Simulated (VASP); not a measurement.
**TiC: single point with r2SCAN**

The system is TiC.

```
Ti C
1.0
     0.00000    2.16392    2.16392
     2.16392    0.00000    2.16392
     2.16392    2.16392    0.00000
Ti C
1 1
Direct
  0.00000 0.00000 0.00000
  0.50000 0.50000 0.50000
```

| Property | Result |
| --- | --- |
| Program | VASP 6.6.1 |
| Task | single point |
| Functional | r2SCAN |
| Potentials or basis | VASP PAW PBE potentials, release 64 (Ti_sv, C) |
| Cutoff | 660 eV |
| k mesh | 12 × 12 × 12 |
| Occupations | fermi-dirac, width 0.05 eV |
| Spin | no spin polarisation |
| Dipole correction | no |
| Further INCAR settings | ALGO = Normal; EDIFF = 1e-06; NBANDS = 15 |

- Pressure: 0.7 GPa
- Band gap on the k mesh: zero (band 8 reaches 10.38 eV, above the bottom of band 9 at 9.06 eV)

Levels at points of the mesh, in eV from the Fermi level:
| k point | band 4 | band 5 | band 6 | band 7 | band 8 | band 9 | band 10 | band 11 | band 12 | band 13 |
| --- | --- | --- | --- | --- | --- | --- | --- | --- | --- | --- |
| (0.00, 0.00, 0.00) | -34.02 | -13.28 | 0.80 | 0.80 | 0.80 | 1.60 | 1.60 | 1.60 | 1.65 | 1.65 |
| (0.50, 0.00, 0.00) | -34.07 | -9.77 | -6.17 | -3.21 | -3.21 | 3.08 | 3.08 | 4.32 | 8.47 | 8.47 |
| (0.50, 0.50, 0.00) | -34.19 | -11.01 | -3.76 | -1.59 | -0.21 | -0.21 | 2.67 | 3.71 | 3.71 | 5.91 |

Run time: 100 s on 1 thread of Intel(R) Xeon(R) Platinum 8375C CPU @ 2.90GHz (Ice Lake), with other jobs on the host, peak memory 0.19 GiB.

Caveat: the PAW data sets were made with another functional, which shifts forces and pressure a little.
